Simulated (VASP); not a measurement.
# MgO in VASP: further runs

The runs below take MgO through single point, with PBE, r2SCAN, HSE06.

Program: VASP 6.6.1. These are calculated values, not measurements. Logs are shortened: lines on timing, memory, paths and dates and some standing lists are left out, and cuts for length are marked.

**1. The cell of the first run**

It takes space group Cmcm (No. 63, orthorhombic). The conventional cell has a = 3.484 Å, b = 6.241 Å, c = 4.185 Å, α = 90.00°, β = 90.00°, γ = 90.00°. Within 2.7 Å of Mg (site symmetry m2m) lie 5 O at 2.04 to 2.09 Å. O (site symmetry m2m) has 5 Mg at 2.04 to 2.09 Å within 2.7 Å.

**2. Single point, PBE (uniaxial y strain +3.4%)**

INCAR

```
SYSTEM = MgO
PREC = Accurate
ENCUT = 520
EDIFF = 1E-7
ISMEAR = -1
SIGMA = 0.02
LREAL = .FALSE.
LASPH = .TRUE.
NELM = 80
ALGO = Normal
ISIF = 2
LWAVE = .FALSE.
LCHARG = .TRUE.
GGA = PE
LELF = .TRUE.
LVHAR = .TRUE.
NBANDS = 16
```

KPOINTS

```
Automatic mesh
0
G
  12 12 6
  0 0 0
```

POSCAR

```
MgO
1.0
    3.4840796175      0.0000000000      0.0000000000
   -1.7420398087      3.1204931674      0.0000000000
    0.0000000000      0.0000000000      4.1853171403
Mg O
2 2
Direct
    0.6645678189      0.3291356379      0.7500000000
    0.3354321811      0.6708643621      0.2500000000
    0.6640155868      0.3280311737      0.2500000000
    0.3359844132      0.6719688263      0.7500000000
```

Potentials or basis: VASP PAW PBE potentials, release 64 (Mg, O).

Started as:

```sh
cat potpaw_PBE.64/Mg/POTCAR potpaw_PBE.64/O/POTCAR > POTCAR
mpirun -np 1 vasp_std > vasp.out
```

OUTCAR:

```text
SYSTEM = MgO
   PREC = Accurate
   ENCUT = 520
   EDIFF = 1E-7
   ISMEAR = -1
   LREAL = .FALSE.
   LASPH = .TRUE.
   NELM = 80
   ISIF = 2
   GGA = PE

 ion  position               nearest neighbor table
   1  0.665  0.329  0.750-   4 2.04   4 2.04   4 2.05   3 2.09   3 2.09   2 2.92   2 2.92   2 2.92
                             2 2.92   2 2.93   2 2.93
   2  0.335  0.671  0.250-   3 2.04   3 2.04   3 2.05   4 2.09   4 2.09   1 2.92   1 2.92   1 2.92
                             1 2.92   1 2.93   1 2.93
   3  0.664  0.328  0.250-   2 2.04   2 2.04   2 2.05   1 2.09   1 2.09
   4  0.336  0.672  0.750-   1 2.04   1 2.04   1 2.05   2 2.09   2 2.09

  LATTYP: Found a base centered orthorhombic cell.
 ALAT       =     3.4840796175
 B/A-ratio  =     1.7912869452
 C/A-ratio  =     1.2012690868

  Lattice vectors:

 A1 = (   1.7420398087,  -3.1204931674,   0.0000000000)
 A2 = (   1.7420398088,   3.1204931674,   0.0000000000)
 A3 = (   0.0000000000,   0.0000000000,   4.1853171403)

Analysis of symmetry for initial positions (statically):
=====================================================================
 Subroutine PRICEL returns:
 Original cell was already a primitive cell.

 Routine SETGRP: Setting up the symmetry group for a
 base centered orthorhombic supercell.

 Subroutine GETGRP returns: Found  8 space group operations
 (whereof  4 operations were pure point group operations)
 out of a pool of  8 trial point group operations.

The static configuration has the point symmetry C_2h.
 The point group associated with its full space group is D_2h.

Analysis of symmetry for dynamics (positions and initial velocities):
=====================================================================
 Subroutine PRICEL returns:
 Original cell was already a primitive cell.

 Routine SETGRP: Setting up the symmetry group for a
 base centered orthorhombic supercell.

 Subroutine GETGRP returns: Found  8 space group operations
 (whereof  4 operations were pure point group operations)
 out of a pool of  8 trial point group operations.

The dynamic configuration has the point symmetry C_2h.
 The point group associated with its full space group is D_2h.

 Subroutine INISYM returns: Found  8 space group operations
 (whereof  4 operations are pure point group operations),
 and found     1 'primitive' translations

----------------------------------------------------------------------------------------

                                     Primitive cell

  volume of cell :      45.5030

  direct lattice vectors                    reciprocal lattice vectors
     3.484079617  0.000000000  0.000000000     0.287019847  0.160231083  0.000000000
    -1.742039809  3.120493167  0.000000000     0.000000000  0.320462166  0.000000000
     0.000000000  0.000000000  4.185317140     0.000000000  0.000000000  0.238930520

  length of vectors
     3.484079617  3.573818728  4.185317140     0.328716280  0.320462166  0.238930520

  position of ions in fractional coordinates (direct lattice)
     0.664567819  0.329135638  0.750000000
     0.335432181  0.670864362  0.250000000
     0.664015587  0.328031174  0.250000000
     0.335984413  0.671968826  0.750000000

  ion indices of the primitive-cell ions
   primitive index   ion index
                 1           1
                 2           2
                 3           3
                 4           4

----------------------------------------------------------------------------------------

 KPOINTS: Automatic mesh

Automatic generation of k-mesh.
 Grid dimensions read from file:
 generate k-points for:   12   12    6

 Generating k-lattice:

  Cartesian coordinates                     Fractional coordinates (reciprocal lattice)
     0.023918321  0.013352590  0.000000000     0.083333333  0.000000000  0.000000000
     0.000000000  0.026705181  0.000000000     0.000000000  0.083333333  0.000000000
     0.000000000  0.000000000  0.039821753     0.000000000  0.000000000  0.166666667

  Length of vectors
     0.027393023  0.026705181  0.039821753

  Shift w.r.t. Gamma in fractional coordinates (k-lattice)
     0.000000000  0.000000000  0.000000000

 Subroutine IBZKPT returns following result:
 ===========================================

 Found    172 irreducible k-points:

 Following reciprocal coordinates:
            Coordinates               Weight
  0.000000  0.000000  0.000000      1.000000
  0.083333 -0.000000  0.000000      4.000000
  0.166667  0.000000  0.000000      4.000000
  0.250000  0.000000  0.000000      4.000000
  0.333333 -0.000000  0.000000      4.000000
  0.416667  0.000000  0.000000      4.000000
[... 16 lines left out ...]
  0.333333  0.166667  0.000000      4.000000
  0.416667  0.166667  0.000000      4.000000
 [... further k-points ...]
   k-points           NKPTS =    172   k-points in BZ     NKDIM =    172   number of bands    NBANDS=     16
   number of dos      NEDOS =    301   number of ions     NIONS =      4
   total plane-waves  NPLWV =  25088
   dimension x,y,z NGX =    28 NGY =   28 NGZ =   32
   dimension x,y,z NGXF=    56 NGYF=   56 NGZF=   64
   ions per type =               2   2
   NGX,Y,Z   is equivalent  to a cutoff of  13.36, 13.02, 12.71 a.u.
   NGXF,Y,Z  is equivalent  to a cutoff of  26.72, 26.05, 25.42 a.u.
 SYSTEM =  MgO
   PREC   = accura    normal or accurate (medium, high low for compatibility)
   ISTART =      0    job   : 0-new  1-cont  2-samecut
   ICHARG =      2    charge: 1-file 2-atom 10-const
   ISPIN  =      1    spin polarized calculation?
   LNONCOLLINEAR =      F non collinear calculations
   LSORBIT =      F    spin-orbit coupling
   LASPH  =      T    aspherical Exc in radial PAW
   ENCUT  =  520.0 eV  38.22 Ry    6.18 a.u.   6.48  6.64  7.78*2*pi/ulx,y,z
   NELM   =     80;   NELMIN=  2; NELMDL= -5     # of ELM steps
   EDIFF  = 0.1E-06   stopping-criterion for ELM
   LREAL  =      F    real-space projection
   EDIFFG = 0.1E-05   stopping-criterion for IOM
   NSW    =      0    number of steps for IOM
   IBRION =     -1    ionic relax: 0-MD 1-quasi-New 2-CG
   NFREE  =      0    steps in history (QN), initial steepest desc. (CG)
   ISIF   =      2    stress and relaxation
   ISYM   =      2    0-nonsym 1-usesym 2-fastsym
   POTIM  = 0.5000    time-step for ionic-motion
   TEBEG  =    0.0;   TEEND  =   0.0 temperature during run
   PSTRESS=    0.0 pullay stress
   NELECT =      16.0000    total number of electrons
   NUPDOWN=      -1.0000    fix difference up-down
   EMIN   =  10.00;   EMAX   =-10.00  energy-range for DOS
   EFERMI =   0.00;   METHOD = LEGACY
   ISMEAR =    -1;   SIGMA  =   0.02  broadening in eV -4-tet -1-fermi 0-gaus
   EFERMI_NEDOS =   21; number of points for ismear=-14 and -15
   IALGO  =     38    algorithm
   IMIX   =      4    mixing-type and parameters
     AMIX     =   0.40;   BMIX     =  1.00
     AMIX_MAG =   1.60;   BMIX_MAG =  1.00
  volume/ion in A,a.u.               =      11.38        76.77
  Fermi-wavevector in a.u.,A,eV,Ry     =   1.155496  2.183570 18.166089  1.335170
  Thomas-Fermi vector in A             =   2.292124
   LORBIT       =      0    0 simple, 1 ext, 2 COOP (PROOUT), +10 PAW based schemes
   GGA     = PE    functional components
   LHFCALC =     F    Hartree Fock is set to
   AEXX    =    0.0000 exact exchange contribution
   IVDW    =     0    specifies the selected vdW correction
   LEPSILON=     F    determine dielectric tensor
   LRPA    =     F    only Hartree local field effects (RPA)
 non-spin polarized calculation
  energy-cutoff  :      520.00
  volume of cell :       45.50
 maximum number of plane-waves:      1256
 NGX is ok and might be reduce to    28
   NGX = 13   NGY = 13   NGZ = 15

 number of electron      16.0000005 magnetization

 Free energy of the ion-electron system (eV)
  ---------------------------------------------------
  ext. energy  EPLUGINS =         0.00000000
  ---------------------------------------------------
  free energy    TOTEN  =       -23.66508525 eV

  energy without entropy =      -23.66508525  energy(sigma->0) =      -23.66508525

 E-fermi :   2.2034     XC(G=0):  -9.9211

 val. band max:        1.7585314735   @ k =   0.0000   0.0000   0.0000
 cond. band min:       5.0432953372   @ k =   0.0000   0.0000   0.0000
 fundamental gap:      3.2847638638
 Fermi energy:         2.2033688152

 k-point     1 :       0.0000    0.0000    0.0000
  band No.  band energies     occupation
      1     -15.0093      2.00000
      2     -13.6745      2.00000
      3      -1.7106      2.00000
      4       0.0053      2.00000
      5       0.1790      2.00000
      6       1.0109      2.00000
[... 8 lines left out ...]
     15      16.9428      0.00000
     16      17.1969      0.00000

 k-point     2 :       0.0833   -0.0000    0.0000
  band No.  band energies     occupation
      1     -14.9767      2.00000
      2     -13.6806      2.00000
      3      -1.6580      2.00000
      4      -0.0542      2.00000
      5       0.0771      2.00000
      6       0.8706      2.00000
[... 8 lines left out ...]
     15      16.7738      0.00000
     16      17.0260      0.00000

 k-point     3 :       0.1667    0.0000    0.0000
  band No.  band energies     occupation
      1     -14.8836      2.00000
      2     -13.7012      2.00000
      3      -1.5039      2.00000
      4      -0.3016      2.00000
      5      -0.1407      2.00000
      6       0.5312      2.00000
[... 8 lines left out ...]
     15      16.0965      0.00000
     16      16.5112      0.00000

 k-point     4 :       0.2500    0.0000    0.0000
  band No.  band energies     occupation
      1     -14.7430      2.00000
      2     -13.7416      2.00000
      3      -1.2613      2.00000
      4      -0.7760      2.00000
      5      -0.3069      2.00000
      6       0.2675      2.00000
[... 8 lines left out ...]
     15      15.3826      0.00000
     16      16.3206      0.00000

 k-point     5 :       0.3333   -0.0000    0.0000
  band No.  band energies     occupation
      1     -14.5777      2.00000
      2     -13.8055      2.00000
      3      -1.2314      2.00000
      4      -0.9563      2.00000
      5      -0.4460      2.00000
      6       0.0913      2.00000
[... 8 lines left out ...]
     15      15.4744      0.00000
     16      16.3415      0.00000

 k-point     6 :       0.4167    0.0000    0.0000
  band No.  band energies     occupation
      1     -14.4238      2.00000
      2     -13.8842      2.00000
      3      -1.5410      2.00000
      4      -0.6469      2.00000
      5      -0.5393      2.00000
      6      -0.0127      2.00000
[... 8 lines left out ...]
     15      15.8776      0.00000
     16      16.4139      0.00000
[... 267 lines left out ...]
 k-point    21 :       0.1667    0.1667    0.0000
  band No.  band energies     occupation
      1     -14.6741      2.00000
      2     -13.7744      2.00000
      3      -1.1366      2.00000
      4      -0.9226      2.00000
      5      -0.4931      2.00000
      6       0.3311      2.00000
[... 8 lines left out ...]
     15      15.8511      0.00000
     16      16.0996      0.00000

 k-point    22 :       0.2500    0.1667    0.0000
  band No.  band energies     occupation
      1     -14.5180      2.00000
      2     -13.8410      2.00000
      3      -1.2969      2.00000
      4      -0.8414      2.00000
      5      -0.5780      2.00000
      6       0.1744      2.00000
[... 8 lines left out ...]
     15      16.0777      0.00000
     16      16.1611      0.00000

 k-point    23 :       0.3333    0.1667    0.0000
  band No.  band energies     occupation
      1     -14.3663      2.00000
      2     -13.9238      2.00000
      3      -1.5716      2.00000
      4      -0.5701      2.00000
      5      -0.5300      2.00000
      6       0.0008      2.00000
[... 8 lines left out ...]
     15      16.0648      0.00000
     16      16.2458      0.00000

 k-point    24 :       0.4167    0.1667    0.0000
  band No.  band energies     occupation
      1     -14.2858      2.00000
      2     -13.9750      2.00000
      3      -1.6772      2.00000
      4      -0.5538      2.00000
      5      -0.3509      2.00000
      6      -0.0829      2.00000
[... 8 lines left out ...]
     15      16.0473      0.00000
     16      16.2759      0.00000

 [... further k-points ...]

------------------------ aborting loop because EDIFF is reached ----------------------------------------

  FORCE on cell =-STRESS in cart. coord.  units (eV):
  Direction    XX          YY          ZZ          XY          YZ          ZX
  --------------------------------------------------------------------------------------
  -------------------------------------------------------------------------------------
  Total       -0.0505409     -0.7292398      0.4193871     -0.0000000      0.0000000      0.0000000
  in kB       -1.7795658    -25.6768232     14.7667839     -0.0000000      0.0000000      0.0000000
  external PRESSURE =      -4.2298684 kB  Pullay stress =       0.0000000 kB

 VOLUME and BASIS-vectors are now :
 -----------------------------------------------------------------------------
  energy-cutoff  :      520.00
  volume of cell :       45.50
      direct lattice vectors                 reciprocal lattice vectors
     3.484079617  0.000000000  0.000000000     0.287019847  0.160231083  0.000000000
    -1.742039809  3.120493167  0.000000000     0.000000000  0.320462166  0.000000000
     0.000000000  0.000000000  4.185317140     0.000000000  0.000000000  0.238930520

 POSITION                                       TOTAL-FORCE (eV/Angst)
 -----------------------------------------------------------------------------------
      1.74204      1.02707      3.13899        -0.000000     -0.007330      0.000000
      0.00000      2.09343      1.04633         0.000000      0.007330      0.000000
      1.74204      1.02362      1.04633        -0.000000     -0.011229     -0.000000
      0.00000      2.09687      3.13899         0.000000      0.011229     -0.000000
 -----------------------------------------------------------------------------------
    total drift:                                0.000000     -0.000000     -0.000000

  FREE ENERGIE OF THE ION-ELECTRON SYSTEM (eV)
  ---------------------------------------------------
  free  energy   TOTEN  =       -23.6650852497 eV

  energy  without entropy=      -23.6650852497  energy(sigma->0) =      -23.66508525
```

It took 45 s on 1 thread of Intel Xeon 6975P-C (Granite Rapids), shared host; peak memory 0.25 GiB.

Results:

* Free energy: -23.6651 eV
* Pressure: -0.4 GPa
* Largest force: 0.011 eV/Å
* Band gap on the k mesh: 3.28 eV

Forces on the atoms (eV/Å):
```
Mg   0.000 -0.007  0.000
Mg   0.000  0.007  0.000
O    0.000 -0.011  0.000
O    0.000  0.011  0.000
```

Caveat: the cell differs from its parent crystal (uniaxial y strain +3.4%). A k mesh can miss the band edges.

[end of part 1 of 2]
